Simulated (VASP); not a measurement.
Set up this calculation in VASP 6.6.1, as the native input.

```
Task                   : single point
Functional             : PBEsol
Potentials or basis    : VASP PAW PBE potentials, release 64 (Li_sv, Cl)
Cutoff                 : 750 eV
k mesh                 : 6 × 6 × 6
Occupations            : methfessel-paxton, width 0.2 eV
Spin                   : no spin polarisation
Dipole correction      : no
Further INCAR settings : ALGO = Normal; EDIFF = 1e-06; NBANDS = 12
```

The structure of LiCl lies in POSCAR:

```
LiCl
1.0
    3.2711235777      0.0000000000      0.0000000000
    0.0000000000      3.2711235777      0.0000000000
    0.0000000000      0.0000000000      3.2711235777
Li Cl
1 1
Direct
    0.0000000000      0.0000000000      0.0000000000
    0.5000000000      0.5000000000      0.5000000000
```

These files were run (other wordings do the same):

INCAR

```
SYSTEM = LiCl
PREC = Accurate ; ENCUT = 750
EDIFF = 1E-6 ; ISMEAR = 1
SIGMA = 0.2 ; LREAL = .FALSE.
LASPH = .TRUE. ; NELM = 120
ALGO = Normal ; ISIF = 2
LWAVE = .FALSE. ; LCHARG = .TRUE.
GGA = PS ; LELF = .TRUE.
LVHAR = .TRUE. ; NBANDS = 12
GGA_COMPAT = .FALSE.
```

KPOINTS

```
Automatic mesh
0
G
  6 6 6
  0 0 0
```

Potentials or basis: VASP PAW PBE potentials, release 64 (Li_sv, Cl).

Run with:

```console
$ cat potpaw_PBE.64/Li_sv/POTCAR potpaw_PBE.64/Cl/POTCAR > POTCAR
$ mpirun -np 1 vasp_std > vasp.out
```

Results of the run:

The pressure is -1.3 GPa. The band gap on the k mesh is 4.27 eV, indirect (least direct gap 5.08 eV).

Caveat: the PAW data sets were made with another functional, which shifts forces and pressure a little.

Wall time 29 s on 1 thread of AMD EPYC 7R13, on a shared host, peak memory 0.13 GiB.
